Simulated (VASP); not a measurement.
# Mg4O in VASP: notebook

The runs below take Mg4O through single point, with PBEsol.

Program: VASP 6.6.1. These are calculated values, not measurements. Logs are shortened: lines on timing, memory, paths and dates and some standing lists are left out, and cuts for length are marked.

### 1 The cell of the first run

The cell holds a slab with vacuum, 5 atoms: a = 3.188 Å, b = 5.108 Å, c = 19.136 Å, α = 90.00°, β = 90.00°, γ = 90.00°.

### 2 Single point, PBEsol

File INCAR:

```
  ALGO = Normal
  DIPOL = 0.5 0.5 0.341
  EDIFF = 1E-6
  ENCUT = 520
  GGA = PS
  IDIPOL = 3
  ISIF = 2
  ISMEAR = 0
  LASPH = T
  LCHARG = F
  LDIPOL = T
  LREAL = F
  LWAVE = F
  NBANDS = 15
  NELM = 80
  PREC = Accurate
  SIGMA = 0.1
```

File KPOINTS:

```
k-points
0
Gamma
  8 5 1
```

File POSCAR:

```
Mg4O
1.0
    3.1881999939      0.0000000000      0.0000000000
    0.0000000000      5.1084658709      0.0000000000
    0.0000000000      0.0000000000     19.1358427726
Mg O
4 1
Direct
    0.0000000000      0.7500000000      0.2090318178
    0.5000000000      0.2500000000      0.2571276385
    0.5000000000      0.7500000000      0.3576109084
    0.0000000000      0.2500000000      0.3990335238
    0.1250000000      0.3750000000      0.4827296247
```

Potentials or basis: VASP PAW PBE potentials, release 64 (Mg, O).

Launch:

```
cat potpaw_PBE.64/Mg/POTCAR potpaw_PBE.64/O/POTCAR > POTCAR
mpirun -np 1 vasp_std > vasp.out
```

OUTCAR:

```text
EDIFF = 1E-6
   ENCUT = 520
   GGA = PS
   ISIF = 2
   ISMEAR = 0
   LASPH = T
   LREAL = F
   NELM = 80
   PREC = Accurate

 ion  position               nearest neighbor table
   1  0.000  0.750  0.209-   2 3.15   2 3.15   2 3.15   2 3.15   3 3.26   3 3.26
   2  0.500  0.250  0.257-   1 3.15   1 3.15   1 3.15   1 3.15   4 3.15   4 3.15   3 3.20   3 3.20

   3  0.500  0.750  0.358-   4 3.11   4 3.11   4 3.11   4 3.11   2 3.20   2 3.20   1 3.26   1 3.26

   4  0.000  0.250  0.399-   5 1.77   3 3.11   3 3.11   3 3.11   3 3.11   2 3.15   2 3.15
   5  0.125  0.375  0.483-   4 1.77

  LATTYP: Found a simple orthorhombic cell.
 ALAT       =     3.1881999939
 B/A-ratio  =     1.6023040840
 C/A-ratio  =     6.0020835610

  Lattice vectors:

 A1 = (   3.1881999939,   0.0000000000,   0.0000000000)
 A2 = (   0.0000000000,   5.1084658709,   0.0000000000)
 A3 = (   0.0000000000,   0.0000000000,  19.1358427726)

Analysis of symmetry for initial positions (statically):
=====================================================================
 Subroutine PRICEL returns:
 Original cell was already a primitive cell.

 Routine SETGRP: Setting up the symmetry group for a
 simple orthorhombic supercell.

 Subroutine GETGRP returns: Found  1 space group operations
 (whereof  1 operations were pure point group operations)
 out of a pool of  8 trial point group operations.

The static configuration has the point symmetry C_1 .

Analysis of symmetry for dynamics (positions and initial velocities):
=====================================================================
 Subroutine PRICEL returns:
 Original cell was already a primitive cell.

 Routine SETGRP: Setting up the symmetry group for a
 simple orthorhombic supercell.

 Subroutine GETGRP returns: Found  1 space group operations
 (whereof  1 operations were pure point group operations)
 out of a pool of  8 trial point group operations.

The dynamic configuration has the point symmetry C_1 .

 Subroutine INISYM returns: Found  1 space group operations
 (whereof  1 operations are pure point group operations),
 and found     1 'primitive' translations

----------------------------------------------------------------------------------------

                                     Primitive cell

  volume of cell :     311.6619

  direct lattice vectors                    reciprocal lattice vectors
     3.188199994  0.000000000  0.000000000     0.313656609  0.000000000  0.000000000
     0.000000000  5.108465871  0.000000000     0.000000000  0.195753486  0.000000000
     0.000000000  0.000000000 19.135842773     0.000000000  0.000000000  0.052257954

  length of vectors
     3.188199994  5.108465871 19.135842773     0.313656609  0.195753486  0.052257954

  position of ions in fractional coordinates (direct lattice)
     0.000000000  0.750000000  0.209031818
     0.500000000  0.250000000  0.257127639
     0.500000000  0.750000000  0.357610908
     0.000000000  0.250000000  0.399033524
     0.125000000  0.375000000  0.482729625

  ion indices of the primitive-cell ions
   primitive index   ion index
                 1           1
                 2           2
                 3           3
                 4           4
                 5           5

----------------------------------------------------------------------------------------

 KPOINTS: k-points

Automatic generation of k-mesh.
 Grid dimensions read from file:
 generate k-points for:    8    5    1

 Generating k-lattice:

  Cartesian coordinates                     Fractional coordinates (reciprocal lattice)
     0.039207076  0.000000000  0.000000000     0.125000000  0.000000000  0.000000000
     0.000000000  0.039150697  0.000000000     0.000000000  0.200000000  0.000000000
     0.000000000  0.000000000  0.052257954     0.000000000  0.000000000  1.000000000

  Length of vectors
     0.039207076  0.039150697  0.052257954

  Shift w.r.t. Gamma in fractional coordinates (k-lattice)
     0.000000000  0.000000000  0.000000000

 Subroutine IBZKPT returns following result:
 ===========================================

 Found     21 irreducible k-points:

 Following reciprocal coordinates:
            Coordinates               Weight
  0.000000  0.000000  0.000000      1.000000
  0.125000  0.000000  0.000000      2.000000
  0.250000  0.000000  0.000000      2.000000
  0.375000  0.000000  0.000000      2.000000
  0.500000  0.000000  0.000000      1.000000
  0.000000  0.200000  0.000000      2.000000
[... 13 lines left out ...]
  0.375000 -0.400000  0.000000      2.000000
  0.500000  0.400000  0.000000      2.000000
   k-points           NKPTS =     21   k-points in BZ     NKDIM =     21   number of bands    NBANDS=     15
   number of dos      NEDOS =    301   number of ions     NIONS =      5
   total plane-waves  NPLWV = 138240
   dimension x,y,z NGX =    24 NGY =   40 NGZ =  144
   dimension x,y,z NGXF=    48 NGYF=   80 NGZF=  288
   ions per type =               4   1
   NGX,Y,Z   is equivalent  to a cutoff of  12.51, 13.02, 12.51 a.u.
   NGXF,Y,Z  is equivalent  to a cutoff of  25.03, 26.03, 25.02 a.u.
 SYSTEM =  unknown system
   PREC   = accura    normal or accurate (medium, high low for compatibility)
   ISTART =      0    job   : 0-new  1-cont  2-samecut
   ICHARG =      2    charge: 1-file 2-atom 10-const
   ISPIN  =      1    spin polarized calculation?
   LNONCOLLINEAR =      F non collinear calculations
   LSORBIT =      F    spin-orbit coupling
   LASPH  =      T    aspherical Exc in radial PAW
   ENCUT  =  520.0 eV  38.22 Ry    6.18 a.u.   5.93  9.50 35.58*2*pi/ulx,y,z
   NELM   =     80;   NELMIN=  2; NELMDL= -5     # of ELM steps
   EDIFF  = 0.1E-05   stopping-criterion for ELM
   LREAL  =      F    real-space projection
   EDIFFG = 0.1E-04   stopping-criterion for IOM
   NSW    =      0    number of steps for IOM
   IBRION =     -1    ionic relax: 0-MD 1-quasi-New 2-CG
   NFREE  =      0    steps in history (QN), initial steepest desc. (CG)
   ISIF   =      2    stress and relaxation
   ISYM   =      2    0-nonsym 1-usesym 2-fastsym
   POTIM  = 0.5000    time-step for ionic-motion
   TEBEG  =    0.0;   TEEND  =   0.0 temperature during run
   PSTRESS=    0.0 pullay stress
   NELECT =      14.0000    total number of electrons
   NUPDOWN=      -1.0000    fix difference up-down
   EMIN   =  10.00;   EMAX   =-10.00  energy-range for DOS
   EFERMI =   0.00;   METHOD = LEGACY
   ISMEAR =     0;   SIGMA  =   0.10  broadening in eV -4-tet -1-fermi 0-gaus
   EFERMI_NEDOS =   21; number of points for ismear=-14 and -15
   IALGO  =     38    algorithm
   IMIX   =      4    mixing-type and parameters
     AMIX     =   0.40;   BMIX     =  1.00
     AMIX_MAG =   1.60;   BMIX_MAG =  1.00
  volume/ion in A,a.u.               =      62.33       420.64
  Fermi-wavevector in a.u.,A,eV,Ry     =   0.581955  1.099736  4.607912  0.338672
  Thomas-Fermi vector in A             =   1.626667
   LORBIT       =      0    0 simple, 1 ext, 2 COOP (PROOUT), +10 PAW based schemes
   GGA     = PS    functional components
   LHFCALC =     F    Hartree Fock is set to
   AEXX    =    0.0000 exact exchange contribution
   IVDW    =     0    specifies the selected vdW correction
   LEPSILON=     F    determine dielectric tensor
   LRPA    =     F    only Hartree local field effects (RPA)
 non-spin polarized calculation
 Gauss-broadening in eV      SIGMA  =   0.10
  energy-cutoff  :      520.00
  volume of cell :      311.66
 maximum number of plane-waves:      8432
 NGX is ok and might be reduce to    24
   NGX = 11   NGY = 19   NGZ = 71

 number of electron      13.9999998 magnetization

 dipolmoment           0.000000      0.000000      0.451152 electrons x Angstroem

 Free energy of the ion-electron system (eV)
  ---------------------------------------------------
  ext. energy  EPLUGINS =         0.00000000
  ---------------------------------------------------
  free energy    TOTEN  =       -10.44582436 eV

  energy without entropy =      -10.42414836  energy(sigma->0) =      -10.43498636

 E-fermi :  -3.3814     XC(G=0):  -3.6010

 val. band max:       -3.4102542742   @ k =   0.0000   0.0000   0.0000
 cond. band min:      -3.3544694221   @ k =   0.3750  -0.2000   0.0000
 fundamental gap:      0.0557848520
 Fermi energy:        -3.3814022327

 k-point     1 :       0.0000    0.0000    0.0000
  band No.  band energies     occupation
      1     -18.7149      2.00000
      2      -9.4064      2.00000
      3      -6.9708      2.00000
      4      -4.5208      2.00000
      5      -4.4337      2.00000
      6      -3.9220      2.00000
      7      -3.4103      1.31675
      8      -3.2435      0.05121
      9      -3.0689      0.00001
     10      -1.6178      0.00000
     11      -1.0561      0.00000
     12      -0.2081      0.00000
     13       0.9935      0.00000
     14       2.0143      0.00000
     15       2.4082      0.00000

 k-point     2 :       0.1250    0.0000    0.0000
  band No.  band energies     occupation
      1     -18.6885      2.00000
      2      -9.1784      2.00000
      3      -6.7568      2.00000
      4      -4.4167      2.00000
      5      -4.3283      2.00000
      6      -3.7541      2.00000
      7      -3.5164      1.94383
      8      -3.2007      0.01062
      9      -2.8700      0.00000
     10      -1.4244      0.00000
     11      -0.8804      0.00000
     12      -0.0604      0.00000
     13       1.0930      0.00000
     14       1.7136      0.00000
     15       2.2390      0.00000

 k-point     3 :       0.2500    0.0000    0.0000
  band No.  band energies     occupation
      1     -18.6234      2.00000
      2      -8.4985      2.00000
      3      -6.1352      2.00000
      4      -4.1916      2.00000
      5      -4.0817      2.00000
      6      -4.0415      2.00000
      7      -3.1958      0.00869
      8      -2.6106      0.00000
      9      -2.3141      0.00000
     10      -1.5537      0.00000
     11      -0.8267      0.00000
     12      -0.0336      0.00000
     13       0.8954      0.00000
     14       1.2468      0.00000
     15       1.9603      0.00000

 k-point     4 :       0.3750    0.0000    0.0000
  band No.  band energies     occupation
      1     -18.5568      2.00000
      2      -7.3818      2.00000
      3      -5.2563      2.00000
      4      -4.5336      2.00000
      5      -3.9513      2.00000
      6      -3.8424      2.00000
      7      -3.6402      1.99975
      8      -2.1947      0.00000
      9      -1.8851      0.00000
     10      -1.3928      0.00000
     11      -0.5883      0.00000
     12       0.1470      0.00000
     13       0.9607      0.00000
     14       1.2212      0.00000
     15       1.6778      0.00000
[... 253 lines left out ...]
 k-point    19 :       0.3750    0.4000    0.0000
  band No.  band energies     occupation
      1     -18.5549      2.00000
      2      -6.5119      2.00000
      3      -5.4887      2.00000
      4      -4.6948      2.00000
      5      -4.3810      2.00000
      6      -4.1321      2.00000
      7      -3.4499      1.66759
      8      -3.0306      0.00000
      9      -2.3077      0.00000
     10      -1.7409      0.00000
     11      -0.7201      0.00000
     12      -0.3631      0.00000
     13       0.6836      0.00000
     14       1.1032      0.00000
     15       2.1853      0.00000

 k-point    20 :       0.3750   -0.4000    0.0000
  band No.  band energies     occupation
      1     -18.5549      2.00000
      2      -6.5129      2.00000
      3      -5.4866      2.00000
      4      -4.7015      2.00000
      5      -4.3666      2.00000
      6      -4.1477      2.00000
      7      -3.4541      1.69627
      8      -2.9918      0.00000
      9      -2.3363      0.00000
     10      -1.7393      0.00000
     11      -0.7095      0.00000
     12      -0.3773      0.00000
     13       0.6708      0.00000
     14       1.1162      0.00000
     15       2.1847      0.00000

 k-point    21 :       0.5000    0.4000    0.0000
  band No.  band energies     occupation
      1     -18.5270      2.00000
      2      -5.2462      2.00000
      3      -4.9971      2.00000
      4      -4.6693      2.00000
      5      -4.3073      2.00000
      6      -3.9975      2.00000
      7      -3.7384      2.00000
      8      -3.5215      1.95241
      9      -2.2724      0.00000
     10      -2.0532      0.00000
     11      -1.2661      0.00000
     12      -0.9168      0.00000
     13       0.6127      0.00000
     14       0.7873      0.00000
     15       2.2110      0.00000

------------------------ aborting loop because EDIFF is reached ----------------------------------------

 vacuum level on the upper side and lower side of the slab       (xc-potential included)         2.429        -2.445

  FORCE on cell =-STRESS in cart. coord.  units (eV):
  Direction    XX          YY          ZZ          XY          YZ          ZX
  --------------------------------------------------------------------------------------
  -------------------------------------------------------------------------------------
  Total       -0.0166679     -0.1145723     -0.7837835      0.3183442      1.9394691      1.5395279
  in kB       -0.0856856     -0.5889883     -4.0292391      1.6365297      9.9703361      7.9143365
  external PRESSURE =      -1.5679710 kB  Pullay stress =       0.0000000 kB

 VOLUME and BASIS-vectors are now :
 -----------------------------------------------------------------------------
  energy-cutoff  :      520.00
  volume of cell :      311.66
      direct lattice vectors                 reciprocal lattice vectors
     3.188199994  0.000000000  0.000000000     0.313656609  0.000000000  0.000000000
     0.000000000  5.108465871  0.000000000     0.000000000  0.195753486  0.000000000
     0.000000000  0.000000000 19.135842773     0.000000000  0.000000000  0.052257954

 POSITION                                       TOTAL-FORCE (eV/Angst)
 -----------------------------------------------------------------------------------
      0.00000      3.83135      4.00000        -0.003385      0.011495      0.254108
      1.59410      1.27712      4.92035         0.006135     -0.020883     -0.118890
      1.59410      3.83135      6.84319        -0.106189     -0.381248      0.449798
      0.00000      1.27712      7.63584        -0.808359     -0.622772     -0.669380
      0.39852      1.91567      9.23744         0.911798      1.013408      0.084365
 -----------------------------------------------------------------------------------
    total drift:                                0.000205      0.000062     -0.000090

  FREE ENERGIE OF THE ION-ELECTRON SYSTEM (eV)
  ---------------------------------------------------
  free  energy   TOTEN  =       -10.4458243565 eV

  energy  without entropy=      -10.4241483646  energy(sigma->0) =      -10.43498636

 vacuum level on the upper side and lower side of the slab         5.121         0.109
```

It took 4.8 min on 1 thread of Intel Xeon 8259CL, shared host; peak memory 0.39 GiB.

What came out:

```yaml
Free_energy: -10.4458 eV
Largest_force: 1.366 eV/Å
Band_gap_on_the_k_mesh: zero (bands 7 and 8 overlap by 0.37 eV)
```

Forces on the atoms (eV/Å):
```
Mg  -0.003  0.011  0.254
Mg   0.006 -0.021 -0.119
Mg  -0.106 -0.381  0.450
Mg  -0.808 -0.623 -0.669
O    0.912  1.013  0.084
```

Caveat: the PAW data sets were made with another functional, which shifts forces and pressure a little.

### 3 Single point, PBEsol

File INCAR:

```
SYSTEM = Mg4O
  PREC = Accurate
  ENCUT = 520
  EDIFF = 1E-6
  ISMEAR = 0
  SIGMA = 0.1
  LREAL = .False.
  LASPH = .True.
  NELM = 80
  ALGO = Normal
  ISIF = 2
  LWAVE = .False.
  LCHARG = .False.
  LDIPOL = .True.
  IDIPOL = 3
  DIPOL = 0.5 0.5 0.328
  GGA = PS
  NBANDS = 15
```

File KPOINTS:

```
regular mesh
0
Gamma
  8 5 1
  0 0 0
```

POSCAR: that of step 2 with these lines changed.

```diff
@@ -12,2 +12,2 @@
     0.0000000000      0.2500000000      0.3990335238
-    0.1250000000      0.3750000000      0.4827296247
+    0.1250000000      0.6250000000      0.4171237213
```

Potentials or basis: VASP PAW PBE potentials, release 64 (Mg, O).

Launch:

```
cat potpaw_PBE.64/Mg/POTCAR potpaw_PBE.64/O/POTCAR > POTCAR
mpirun -np 1 vasp_std > vasp.out
```

OUTCAR:

```text
SYSTEM = Mg4O
   PREC = Accurate
   ENCUT = 520
   EDIFF = 1E-6
   ISMEAR = 0
   LREAL = .False.
   LASPH = .True.
   NELM = 80
   ISIF = 2
   GGA = PS

 ion  position               nearest neighbor table
   1  0.000  0.750  0.209-   2 3.15   2 3.15   2 3.15   2 3.15   3 3.26   3 3.26
   2  0.500  0.250  0.257-   1 3.15   1 3.15   1 3.15   1 3.15   4 3.15   4 3.15   3 3.20   3 3.20

   3  0.500  0.750  0.358-   5 1.77   5 2.38   4 3.11   4 3.11   4 3.11   4 3.11   2 3.20   2 3.20
                             1 3.26   1 3.26
   4  0.000  0.250  0.399-   5 1.99   3 3.11   3 3.11   3 3.11   3 3.11   2 3.15   2 3.15
[... 584 lines left out ...]
  -------------------------------------------------------------------------------------
  Total        0.7922340     -2.5981899      0.4776654      1.3666074     -0.3227058     -2.8252340
  in kB        4.0726809    -13.3566588      2.4555609      7.0253945     -1.6589518    -14.5238366
  external PRESSURE =      -2.2761390 kB  Pullay stress =       0.0000000 kB

 VOLUME and BASIS-vectors are now :
 -----------------------------------------------------------------------------
  energy-cutoff  :      520.00
  volume of cell :      311.66
      direct lattice vectors                 reciprocal lattice vectors
     3.188199994  0.000000000  0.000000000     0.313656609  0.000000000  0.000000000
     0.000000000  5.108465871  0.000000000     0.000000000  0.195753486  0.000000000
     0.000000000  0.000000000 19.135842773     0.000000000  0.000000000  0.052257954

 POSITION                                       TOTAL-FORCE (eV/Angst)
 -----------------------------------------------------------------------------------
      0.00000      3.83135      4.00000         0.002267      0.044113      0.079574
      1.59410      1.27712      4.92035         0.023492     -0.223609     -0.229432
      1.59410      3.83135      6.84319         2.355121      0.438410     -0.196954
      0.00000      1.27712      7.63584         0.179656      0.960640      0.312493
      0.39852      3.19279      7.98201        -2.560536     -1.219554      0.034319
 -----------------------------------------------------------------------------------
    total drift:                               -0.000085      0.000200      0.000315

  FREE ENERGIE OF THE ION-ELECTRON SYSTEM (eV)
  ---------------------------------------------------
  free  energy   TOTEN  =       -13.9051441173 eV

  energy  without entropy=      -13.8847511829  energy(sigma->0) =      -13.89494765

 vacuum level on the upper side and lower side of the slab         2.381         1.563
```

Run time: 4.2 min. Hardware: 1 thread of Intel Xeon 8259CL, shared host; peak memory 0.38 GiB.

What came out:

| Property | Result |
| --- | --- |
| Free energy | -13.9051 eV |
| Largest force | 2.836 eV/Å |
| Band gap on the k mesh | zero (bands 7 and 8 overlap by 0.56 eV) |

Forces on the atoms (eV/Å):
```
Mg   0.002  0.044  0.080
Mg   0.023 -0.224 -0.229
Mg   2.355  0.438 -0.197
Mg   0.180  0.961  0.312
O   -2.561 -1.220  0.034
```

Caveat: the PAW data sets were made with another functional, which shifts forces and pressure a little.
